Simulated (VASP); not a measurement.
Wanted: the native input for a VASP 6.6.1 run.

- Task: single point
- Functional: LDA
- Potentials or basis: VASP PAW LDA potentials, release 64 (Li_sv)
- Cutoff: 520 eV
- k mesh: 4 × 4 × 1
- Occupations: gaussian, width 0.05 eV
- Spin: no spin polarisation
- Dipole correction: no
- Further INCAR settings: LREAL = Auto; ALGO = Normal; EDIFF = 1e-07; NBANDS = 40

The structure of Li lies in POSCAR:

```
Li
1.0
    6.9800000000      0.0000000000      0.0000000000
    3.4900000000      4.9356050000      0.0000000000
    0.0000000000      0.0000000000     20.4034080000
Li
17
Direct
   -0.2500000150      0.5000000300      0.0490114200
    0.2499999850      0.5000000300      0.0490114200
   -0.2500000350      1.0000000700      0.0490114200
    0.2499999650      1.0000000700      0.0490114200
   -0.0068650512      0.0287621595      0.1565415973
    0.4781028917      0.0287621595      0.1565415973
   -0.0186936021      0.5373872042      0.1550740458
    0.4897972580      0.5204054839      0.1599220068
   -0.2339632559      0.5044076436      0.2685048842
    0.2295556123      0.5044076436      0.2685048842
   -0.2611874037      1.0223748074      0.2616605583
    0.2518675462      0.9962649076      0.2692361823
    0.0018734191     -0.0411132547      0.3721141436
    0.5392398356     -0.0411132547      0.3721141436
    0.0322912888      0.4354174224      0.3909943375
    0.5114906797      0.4770186406      0.3752457604
    0.3031324390     -0.1062648781      0.4796975302
```

These files were run (other wordings do the same):

INCAR

```
PREC     = Accurate       # precision mode
ENCUT    = 520            # plane-wave cutoff, eV
EDIFF    = 1E-7           # SCF threshold, eV
ISMEAR   = 0              # smearing method
SIGMA    = 0.05           # smearing width, eV
LREAL    = Auto         
LASPH    = T              # aspherical terms in the spheres
NELM     = 80             # most SCF steps
ALGO     = Normal         # electronic algorithm
ISIF     = 2              # what is computed and relaxed
LWAVE    = F              # write WAVECAR
LCHARG   = F              # write CHGCAR
NBANDS   = 40             # bands
```

KPOINTS

```
Automatic mesh
0
Gamma
  4 4 1
```

Potentials or basis: VASP PAW LDA potentials, release 64 (Li_sv).

Command:

```sh
$ cat potpaw_LDA.64/Li_sv/POTCAR > POTCAR
$ mpirun -np 1 vasp_std > vasp.out
```

It gave:

* Largest force: 0.058 eV/Å
* Band gap on the k mesh: zero (an odd number of electrons rules out a gap without spin polarisation)

Wall time 15 min on 1 thread of Intel Xeon 8259CL (shared host), peak memory 0.6 GiB.
